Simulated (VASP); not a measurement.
# RuC4 (P-3m1) in VASP: further runs, part 2 of 2

VASP 6.6.1. Earlier steps stand in the parts before.

## Step 4: Single point, PBE

INCAR

```
SYSTEM = RuC4
PREC     = Accurate       ! precision mode
ENCUT    = 600            ! plane-wave cutoff, eV
EDIFF    = 1E-6           ! SCF threshold, eV
ISMEAR   = 0              ! smearing method
SIGMA    = 0.1            ! smearing width, eV
LREAL    = .FALSE.        ! projectors in reciprocal space
LASPH    = .TRUE.         ! aspherical terms in the spheres
NELM     = 120            ! most SCF steps
ALGO     = Normal         ! electronic algorithm
ISIF     = 2              ! what is computed and relaxed
LWAVE    = .FALSE.        ! write WAVECAR
LCHARG   = .FALSE.        ! write CHGCAR
GGA      = PE             ! functional
NBANDS   = 24             ! bands
GGA_COMPAT= .FALSE.
```

KPOINTS

```
regular mesh
0
G
  18 18 6
  0 0 0
```

POSCAR

```
RuC4
1.0
    2.7052276475      0.0000000000      0.0000000000
   -1.3526138238      2.3427958658      0.0000000000
    0.0000000000      0.0000000000      6.1957757566
Ru C
1 4
Direct
    0.0000000000      0.0000000000      0.0000000000
    0.3333333333      0.6666666667      0.7806691076
    0.3333333333      0.6666666667      0.5432989371
    0.6666666667      0.3333333333      0.2193308924
    0.6666666667      0.3333333333      0.4567010629
```

Potentials or basis: VASP PAW PBE potentials, release 64 (Ru_sv, C).

Run with:

```
cat potpaw_PBE.64/Ru_sv/POTCAR potpaw_PBE.64/C/POTCAR > POTCAR
mpirun -np 1 vasp_std > vasp.out
```

OUTCAR:

```text
SYSTEM = RuC4
   PREC = Accurate
   ENCUT = 600
   EDIFF = 1E-6
   ISMEAR = 0
   LREAL = .FALSE.
   LASPH = .TRUE.
   NELM = 120
   ISIF = 2
   GGA = PE

 ion  position               nearest neighbor table
   1  0.000  0.000  0.000-   2 2.07   4 2.07   4 2.07   2 2.07   4 2.07   2 2.07
   2  0.333  0.667  0.781-   3 1.47   1 2.07   1 2.07   1 2.07
   3  0.333  0.667  0.543-   2 1.47   5 1.65   5 1.65   5 1.65
   4  0.667  0.333  0.219-   5 1.47   1 2.07   1 2.07   1 2.07
   5  0.667  0.333  0.457-   4 1.47   3 1.65   3 1.65   3 1.65

  LATTYP: Found a hexagonal cell.
 ALAT       =     2.7052276475
 C/A-ratio  =     2.2902973664
[... 850 lines left out ...]
  -------------------------------------------------------------------------------------
  Total       -0.0923785     -0.0923785     -0.0286062      0.0000000      0.0000000      0.0000000
  in kB       -3.7691867     -3.7691867     -1.1671788      0.0000000      0.0000000      0.0000000
  external PRESSURE =      -2.9018507 kB  Pullay stress =       0.0000000 kB

 VOLUME and BASIS-vectors are now :
 -----------------------------------------------------------------------------
  energy-cutoff  :      600.00
  volume of cell :       39.27
      direct lattice vectors                 reciprocal lattice vectors
     2.705227648  0.000000000  0.000000000     0.369654658  0.213420216  0.000000000
    -1.352613824  2.342795866  0.000000000     0.000000000  0.426840432  0.000000000
     0.000000000  0.000000000  6.195775757     0.000000000  0.000000000  0.161400289

 POSITION                                       TOTAL-FORCE (eV/Angst)
 -----------------------------------------------------------------------------------
      0.00000      0.00000      0.00000         0.000000      0.000000      0.000000
     -0.00000      1.56186      4.83685         0.000000      0.000000      0.049917
     -0.00000      1.56186      3.36616        -0.000000      0.000000     -0.035624
      1.35261      0.78093      1.35893        -0.000000      0.000000     -0.049917
      1.35261      0.78093      2.82962        -0.000000      0.000000      0.035624
 -----------------------------------------------------------------------------------
    total drift:                                0.000000     -0.000000      0.000000

  FREE ENERGIE OF THE ION-ELECTRON SYSTEM (eV)
  ---------------------------------------------------
  free  energy   TOTEN  =       -42.6797273133 eV

  energy  without entropy=      -42.6759625050  energy(sigma->0) =      -42.67784491
```

OSZICAR:

```text
N       E                     dE             d eps       ncg     rms          rms(c)
DAV:   1     0.254442927416E+03    0.25444E+03   -0.18805E+04  9712   0.153E+03
DAV:   2    -0.356693932757E+02   -0.29011E+03   -0.27383E+03 11576   0.412E+02
DAV:   3    -0.466218459001E+02   -0.10952E+02   -0.10756E+02 12544   0.778E+01
DAV:   4    -0.467571497826E+02   -0.13530E+00   -0.13522E+00 10832   0.930E+00
DAV:   5    -0.467593941545E+02   -0.22444E-02   -0.22432E-02 12736   0.111E+00    0.346E+01
DAV:   6    -0.474592244976E+02   -0.69983E+00   -0.18346E+01 11768   0.473E+01    0.142E+01
DAV:   7    -0.428159823703E+02    0.46432E+01   -0.84260E+00 11968   0.376E+01    0.812E+00
DAV:   8    -0.427028288643E+02    0.11315E+00   -0.79913E-01 10960   0.633E+00    0.436E+00
DAV:   9    -0.426814732282E+02    0.21356E-01   -0.10589E-01 12608   0.254E+00    0.518E-01
DAV:  10    -0.426800192640E+02    0.14540E-02   -0.10875E-02 11600   0.812E-01    0.304E-01
DAV:  11    -0.426797331308E+02    0.28613E-03   -0.10551E-03 12520   0.316E-01    0.212E-01
DAV:  12    -0.426797305402E+02    0.25906E-05   -0.26155E-04 11704   0.131E-01    0.112E-01
DAV:  13    -0.426797283069E+02    0.22334E-05   -0.33689E-05 12296   0.484E-02    0.585E-02
DAV:  14    -0.426797272686E+02    0.10382E-05   -0.13541E-05 11824   0.292E-02    0.519E-03
DAV:  15    -0.426797273133E+02   -0.44710E-07   -0.15966E-06  9600   0.131E-02
   1 F= -.42679727E+02 E0= -.42677845E+02  d E =-.376481E-02
```

Wall time 2.1 min (1 thread of Intel Xeon Platinum 8488C (Sapphire Rapids), shared host); peak memory 0.32 GiB.

What came out:

| Quantity | Value |
| --- | --- |
| Free energy | -42.6797 eV |
| Pressure | -0.3 GPa |
| Largest force | 0.050 eV/Å |
| Band gap on the k mesh | zero (band 16 reaches 11.72 eV, above the bottom of band 17 at 10.93 eV) |

Forces in eV/Å, atoms in the order of the input:
```
Ru   0.000  0.000  0.000
C    0.000  0.000  0.050
C    0.000  0.000 -0.036
C    0.000  0.000 -0.050
C    0.000  0.000  0.036
```

Stress tensor (GPa, compression positive):
```
-0.38  0.00  0.00
 0.00 -0.38  0.00
 0.00  0.00 -0.12
```

## Step 5: Summary

```tsv
task	cell	k mesh	gap on the mesh (eV)	pressure (GPa)	largest force (eV/Å)
single point	a = 2.710, b = 2.710, c = 6.186 Å, angles 90.0, 90.0, 120.0°, 5 atoms	6 × 6 × 2	none	-0.6	0.05
relaxation of cell and atoms	relaxed from a = 2.749, b = 2.749, c = 8.840 Å, angles 90.0, 90.0, 120.0°, 5 atoms	6 × 6 × 2	none	-0.3	0.03
single point	a = 2.705, b = 2.705, c = 6.196 Å, angles 90.0, 90.0, 120.0°, 5 atoms	18 × 18 × 6	none	-0.3	0.05
```

Alike in all rows: level PBE; potentials or basis VASP PAW PBE potentials, release 64 (Ru_sv, C); no spin polarisation; cutoff (eV) 600; smearing gaussian 0.1 eV.

Caveats: some runs use coarse meshes.

Absolute energies hang on the potentials; compare differences alone.
